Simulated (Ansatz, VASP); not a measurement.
**One calculation of GaP, two programs**

```
Ga P
1.0
     0.00000    2.68888    2.68888
     2.68888    0.00000    2.68888
     2.68888    2.68888    0.00000
Ga P
1 1
Direct
  0.00000 0.00000 0.00000
  0.25000 0.25000 0.25000
```

Alike in both runs: task relaxation of the atoms; functional r2SCAN; k mesh 10 × 10 × 10; occupations fermi-dirac, width 0.02 eV; no spin polarisation.

|  | VASP | Ansatz |
| --- | --- | --- |
| version | VASP 6.6.1 | Ansatz 0.2.0 |
| potentials or method | VASP PAW PBE potentials, release 64 (Ga_d, P), cutoff 520 eV | PAW plane waves |
| valence electrons in the cell | 18 | 18 |

```csv
,VASP,Ansatz,Ansatz less VASP
"gap on the k mesh at the Fermi level, each at its own relaxed structure (eV)",1.80,1.79,-0.005
```

VASP's potentials were made for PBE, not for r2SCAN. Ansatz's warnings: stress scf threshold loose.

Noted on VASP's run: the relaxation stopped at its first step, so nothing moved.
